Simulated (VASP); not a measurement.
Here is a VASP 6.6.1 calculation.

The input INCAR:

```
SYSTEM = Ti
PREC = Accurate
ENCUT = 600
EDIFF = 1E-7
ISMEAR = -1
SIGMA = 0.02
LREAL = .False.
LASPH = .True.
NELM = 60
ALGO = Normal
ISIF = 3
LWAVE = .False.
LCHARG = .False.
GGA = PS
IBRION = 2
NSW = 100
EDIFFG = -0.01
```

KPOINTS

```
Automatic mesh
0
Gamma
  7 7 10
  0 0 0
```

File POSCAR:

```
Ti
1.0
    4.6000000000      0.0000000000      0.0000000000
   -2.3000000000      3.9837170000      0.0000000000
    0.0000000000      0.0000000000      2.8200000000
Ti
3
Direct
    0.0000000000      0.0000000000      0.0000000000
    0.3333333333      0.6666666667      0.5000000000
    0.6666666667      0.3333333333      0.5000000000
```

Potentials or basis: VASP PAW PBE potentials, release 64 (Ti_sv).

The run is started by

```console
$ cat potpaw_PBE.64/Ti_sv/POTCAR > POTCAR
$ mpirun -np 1 vasp_std > vasp.out
```

Problem. Predict the relaxed cell.

Solution. a = 4.511 Å, b = 4.511 Å, c = 2.798 Å, α = 90.00°, β = 90.00°, γ = 120.00°.

Problem. Estimate the relaxed volume.

Solution. 16.44 Å³/atom.

The path:
```csv
step,energy change (eV),largest force (eV/Å),pressure (GPa),volume (Å³)
1,0.0000,0.0000,-5.13,51.68
2,-0.0207,0.0000,4.25,47.66
3,-0.0411,0.0000,0.08,49.27
4,-0.0411,0.0000,0.19,49.22
5,-0.0419,0.0000,0.12,49.23
6,-0.0419,0.0000,0.11,49.24
7,-0.0419,0.0000,0.11,49.24
8,-0.0419,0.0000,-0.06,49.31
```

Caveat: the PAW data sets were made with another functional, which shifts forces and pressure a little.
